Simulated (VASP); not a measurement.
# Pb in VASP: further runs, part 2 of 2

VASP 6.6.1.

## 4. Single point, PBE

This run uses another cell than the first one: it holds 4 atoms, not 2.

Input file INCAR:

```
SYSTEM = Pb
PREC     = Accurate       ! precision mode
ENCUT    = 520            ! plane-wave cutoff, eV
EDIFF    = 1E-6           ! SCF threshold, eV
ISMEAR   = 0              ! smearing method
SIGMA    = 0.1            ! smearing width, eV
LREAL    = .FALSE.        ! projectors in reciprocal space
LASPH    = .TRUE.         ! aspherical terms in the spheres
NELM     = 60             ! most SCF steps
ALGO     = Fast           ! electronic algorithm
ISIF     = 2              ! what is computed and relaxed
LWAVE    = .FALSE.        ! write WAVECAR
LCHARG   = .FALSE.        ! write CHGCAR
GGA      = PE             ! functional
NBANDS   = 36             ! bands
```

Input file KPOINTS:

```
regular mesh
0
G
  15 15 4
  0 0 0
```

Input file POSCAR:

```
Pb
1.0
    3.5596347301      0.0000000000      0.0000000000
   -1.7798173650      3.0827341044      0.0000000000
    0.0000000000      0.0000000000     11.6427508477
Pb
4
Direct
    0.0000000000      0.0000000000      0.0000000000
    0.3333333333      0.6666666667      0.2500000000
    0.0000000000      0.0000000000      0.5000000000
    0.6666666667      0.3333333333      0.7500000000
```

Potentials or basis: VASP PAW PBE potentials, release 64 (Pb_d).

The run is started by

```
$ cat potpaw_PBE.64/Pb_d/POTCAR > POTCAR
$ mpirun -np 1 vasp_std > vasp.out
```

OUTCAR:

```text
SYSTEM = Pb
   PREC = Accurate
   ENCUT = 520
   EDIFF = 1E-6
   ISMEAR = 0
   LREAL = .FALSE.
   LASPH = .TRUE.
   NELM = 60
   ISIF = 2
   GGA = PE

 ion  position               nearest neighbor table
   1  0.000  0.000  0.000-   2 3.56   4 3.56   2 3.56   4 3.56   4 3.56   2 3.56
   2  0.333  0.667  0.250-   1 3.56   3 3.56   1 3.56   3 3.56   1 3.56   3 3.56
   3  0.000  0.000  0.500-   2 3.56   4 3.56   2 3.56   4 3.56   4 3.56   2 3.56
   4  0.667  0.333  0.750-   1 3.56   3 3.56   1 3.56   3 3.56   1 3.56   3 3.56

  LATTYP: Found a hexagonal cell.
 ALAT       =     3.5596347301
 C/A-ratio  =     3.2707712253

  Lattice vectors:

 A1 = (   3.5596347301,   0.0000000000,   0.0000000000)
 A2 = (  -1.7798173650,   3.0827341044,   0.0000000000)
 A3 = (   0.0000000000,   0.0000000000,  11.6427508477)

Analysis of symmetry for initial positions (statically):
=====================================================================
 Subroutine PRICEL returns:
 Original cell was already a primitive cell.

 Routine SETGRP: Setting up the symmetry group for a
 hexagonal supercell.

 Subroutine GETGRP returns: Found 24 space group operations
 (whereof 12 operations were pure point group operations)
 out of a pool of 24 trial point group operations.

The static configuration has the point symmetry D_3d.
 The point group associated with its full space group is D_6h.

Analysis of symmetry for dynamics (positions and initial velocities):
=====================================================================
 Subroutine PRICEL returns:
 Original cell was already a primitive cell.

 Routine SETGRP: Setting up the symmetry group for a
 hexagonal supercell.

 Subroutine GETGRP returns: Found 24 space group operations
 (whereof 12 operations were pure point group operations)
 out of a pool of 24 trial point group operations.

The dynamic configuration has the point symmetry D_3d.
[... 118 lines left out ...]
   EFERMI =   0.00;   METHOD = LEGACY
   ISMEAR =     0;   SIGMA  =   0.10  broadening in eV -4-tet -1-fermi 0-gaus
   EFERMI_NEDOS =   21; number of points for ismear=-14 and -15
   IALGO  =     68    algorithm
   IMIX   =      4    mixing-type and parameters
     AMIX     =   0.40;   BMIX     =  1.00
     AMIX_MAG =   1.60;   BMIX_MAG =  1.00
  volume/ion in A,a.u.               =      31.94       215.54
  Fermi-wavevector in a.u.,A,eV,Ry     =   1.243574  2.350015 21.041104  1.546478
  Thomas-Fermi vector in A             =   2.377879
   LORBIT       =      0    0 simple, 1 ext, 2 COOP (PROOUT), +10 PAW based schemes
   GGA     = PE    functional components
   LHFCALC =     F    Hartree Fock is set to
   AEXX    =    0.0000 exact exchange contribution
   IVDW    =     0    specifies the selected vdW correction
   LEPSILON=     F    determine dielectric tensor
   LRPA    =     F    only Hartree local field effects (RPA)
 non-spin polarized calculation
 RMM-DIIS sequential band-by-band and
 Gauss-broadening in eV      SIGMA  =   0.10
  energy-cutoff  :      520.00
  volume of cell :      127.76
 maximum number of plane-waves:      3523
 NGX is ok and might be reduce to    28

 number of electron      55.9999993 magnetization

 Free energy of the ion-electron system (eV)
  ---------------------------------------------------
  ext. energy  EPLUGINS =         0.00000000
  ---------------------------------------------------
  free energy    TOTEN  =       -14.24485419 eV

  energy without entropy =      -14.23579310  energy(sigma->0) =      -14.24032365

 E-fermi :   6.7015     XC(G=0):  -9.9393

 val. band max:        6.6949811974   @ k =   0.2000   0.0667   0.0000
 cond. band min:       6.7042205884   @ k =   0.3333   0.2667   0.5000
 fundamental gap:      0.0092393910
 Fermi energy:         6.7015012930

 k-point     1 :       0.0000    0.0000    0.0000
  band No.  band energies     occupation
      1     -10.3521      2.00000
      2     -10.3436      2.00000
      3     -10.3309      2.00000
      4     -10.3309      2.00000
      5     -10.3289      2.00000
      6     -10.3275      2.00000
[... 925 lines left out ...]
     35      10.3325      0.00000
     36      11.0575      0.00000

 [... further k-points ...]
[... 5 lines left out ...]
  --------------------------------------------------------------------------------------
  -------------------------------------------------------------------------------------
  Total       -0.0430211     -0.0430211     -0.0553471     -0.0000000     -0.0000000      0.0000000
  in kB       -0.5395040     -0.5395040     -0.6940777     -0.0000000     -0.0000000      0.0000000
  external PRESSURE =      -0.5910285 kB  Pullay stress =       0.0000000 kB

 VOLUME and BASIS-vectors are now :
 -----------------------------------------------------------------------------
  energy-cutoff  :      520.00
  volume of cell :      127.76
      direct lattice vectors                 reciprocal lattice vectors
     3.559634730  0.000000000  0.000000000     0.280927701  0.162193684  0.000000000
    -1.779817365  3.082734104  0.000000000     0.000000000  0.324387367  0.000000000
     0.000000000  0.000000000 11.642750848     0.000000000  0.000000000  0.085890355

 POSITION                                       TOTAL-FORCE (eV/Angst)
 -----------------------------------------------------------------------------------
      0.00000      0.00000      0.00000         0.000000      0.000000      0.000000
     -0.00000      2.05516      2.91069        -0.000000      0.000000      0.000000
      0.00000      0.00000      5.82138         0.000000      0.000000      0.000000
      1.77982      1.02758      8.73206         0.000000     -0.000000     -0.000000
 -----------------------------------------------------------------------------------
    total drift:                                0.000000     -0.000000      0.000000

  FREE ENERGIE OF THE ION-ELECTRON SYSTEM (eV)
  ---------------------------------------------------
  free  energy   TOTEN  =       -14.2448541918 eV

  energy  without entropy=      -14.2357931038  energy(sigma->0) =      -14.24032365
```

OSZICAR:

```text
N       E                     dE             d eps       ncg     rms          rms(c)
DAV:   1     0.681877328877E+03    0.68188E+03   -0.27232E+04  5832   0.187E+03
DAV:   2     0.524217527808E+02   -0.62946E+03   -0.61933E+03  5852   0.500E+02
DAV:   3    -0.113783387804E+02   -0.63800E+02   -0.62714E+02  6996   0.201E+02
DAV:   4    -0.141710604486E+02   -0.27927E+01   -0.27853E+01  6992   0.469E+01
DAV:   5    -0.142815683215E+02   -0.11051E+00   -0.11050E+00  7412   0.814E+00    0.954E-01
RMM:   6    -0.142503658547E+02    0.31202E-01   -0.69129E-02  6376   0.248E+00    0.513E-01
RMM:   7    -0.142430660263E+02    0.72998E-02   -0.50649E-02  6749   0.183E+00    0.178E-01
RMM:   8    -0.142441378527E+02   -0.10718E-02   -0.15148E-02  7103   0.148E+00    0.608E-02
RMM:   9    -0.142447229646E+02   -0.58511E-03   -0.78468E-03  8902   0.619E-01    0.339E-02
RMM:  10    -0.142448182287E+02   -0.95264E-04   -0.10135E-03  7426   0.252E-01    0.300E-02
RMM:  11    -0.142448600534E+02   -0.41825E-04   -0.29513E-04  9109   0.114E-01    0.337E-02
RMM:  12    -0.142448433078E+02    0.16746E-04   -0.11666E-04  6334   0.118E-01    0.220E-02
RMM:  13    -0.142448475787E+02   -0.42709E-05   -0.22809E-05  8098   0.358E-02    0.165E-02
RMM:  14    -0.142448515109E+02   -0.39322E-05   -0.75943E-06  6096   0.247E-02    0.616E-03
RMM:  15    -0.142448525740E+02   -0.10631E-05   -0.31707E-06  4734   0.127E-02    0.454E-03
RMM:  16    -0.142448538785E+02   -0.13045E-05   -0.16946E-06  3609   0.128E-02    0.188E-03
RMM:  17    -0.142448541918E+02   -0.31335E-06   -0.59605E-07  3153   0.690E-03
   1 F= -.14244854E+02 E0= -.14240324E+02  d E =-.906109E-02
```

stdout:

```text
POSCAR found type information on POSCAR Pb
 POSCAR found :  1 types and       4 ions
 scaLAPACK will be used
 LDA part: xc-table for (Slater+PW92), standard interpolation
 POSCAR, INCAR and KPOINTS ok, starting setup
 FFT: planning ... GRIDC
 FFT: planning ... GRID_SOFT
 FFT: planning ... GRID
 WAVECAR not read
 entering main loop
```

Run time: 4.8 min. Hardware: 1 thread of AMD EPYC 9R14 (Zen 4), shared host; peak memory 0.39 GiB.

Results:

| Item | Value |
| --- | --- |
| Free energy | -14.2449 eV |
| Pressure | -0.1 GPa |
| Band gap on the k mesh | zero (band 28 reaches 12.07 eV, above the bottom of band 29 at 4.77 eV) |

Levels at points of the mesh, in eV from the Fermi level:
```tsv
k point	band 25	band 26	band 27	band 28	band 29	band 30	band 31	band 32
(0.00, 0.00, 0.00)	-3.94	0.66	0.66	5.31	5.31	6.05	6.05	6.11
(0.00, 0.00, 0.50)	-2.42	-2.42	4.34	4.34	5.53	5.53	5.53	5.53
```

Caveat: spin-orbit coupling is left out, which moves the levels of the heavy elements.

## 5. Summary

```tsv
task	cell	k mesh	cutoff (eV)	gap on the mesh (eV)	pressure (GPa)
single point	a = 3.410, b = 3.410, c = 6.503 Å, angles 90.0, 90.0, 120.1°, 2 atoms	6 × 6 × 4	520	none	0.0
relaxation of cell and atoms	relaxed from a = 3.524, b = 3.524, c = 11.495 Å, angles 90.0, 90.0, 120.0°, 4 atoms	15 × 15 × 4	600	none	0.0
single point	a = 3.560, b = 3.560, c = 11.643 Å, angles 90.0, 90.0, 120.0°, 4 atoms	15 × 15 × 4	520	none	-0.1
```

Alike in all rows: level PBE; potentials or basis VASP PAW PBE potentials, release 64 (Pb_d); no spin polarisation; smearing gaussian 0.1 eV.

Caveats: spin-orbit coupling is left out, which moves the levels of the heavy elements.

Total energies depend on the potentials used, so only differences within one code and one set of settings carry meaning.
